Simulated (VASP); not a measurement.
SrCl2:

```xyz
3
Lattice="0.0000 3.5568 3.5568 3.5568 0.0000 3.5568 3.5568 3.5568 0.0000" Properties=species:S:1:pos:R:3 pbc="T T T"
Sr    0.0000    0.0000    0.0000
Cl    5.3351    5.3351    5.3351
Cl    1.7784    1.7784    1.7784
```

| Quantity | Value |
| --- | --- |
| Program | VASP 6.6.1 |
| Task | relaxation of cell and atoms |
| Functional | PBE |
| Potentials or basis | VASP PAW PBE potentials, release 64 (Sr_sv, Cl) |
| Cutoff | 690 eV |
| k mesh | 7 × 7 × 7 |
| Occupations | gaussian, width 0.03 eV |
| Spin | non-collinear spin, zero start, spin-orbit coupling |
| Starting moments | [[0.0, 0.0, 0.0], [0.0, 0.0, 0.0], [0.0, 0.0, 0.0]] μB |

At the start: pressure -0.9 GPa; volume 30.00 Å³/atom.

**Question.** Where does the relaxation end?

**Answer.** Over 5 steps the energy falls by 2.2 meV/atom and the volume is 29.19 Å³/atom (-2.7 %); space group Fm-3m (No. 225, to 0.1 Å) before and after; moment 0.00 μB per cell.

Step by step:
```tsv
step	energy change (eV)	largest force (eV/Å)	pressure (GPa)	volume (Å³)
1	0.0000	0.0000	-0.86	89.99
2	-0.0066	0.0000	-0.13	87.90
3	-0.0067	0.0000	0.00	87.57
4	-0.0066	0.0000	0.00	87.57
5	-0.0066	0.0000	0.00	87.57
```

Final structure:
```
CELL_PARAMETERS angstrom
0.00000 3.52459 3.52459
3.52459 0.00000 3.52459
3.52459 3.52459 0.00000
ATOMIC_POSITIONS crystal
Sr 0.00000 0.00000 0.00000
Cl 0.75000 0.75000 0.75000
Cl 0.25000 0.25000 0.25000
```
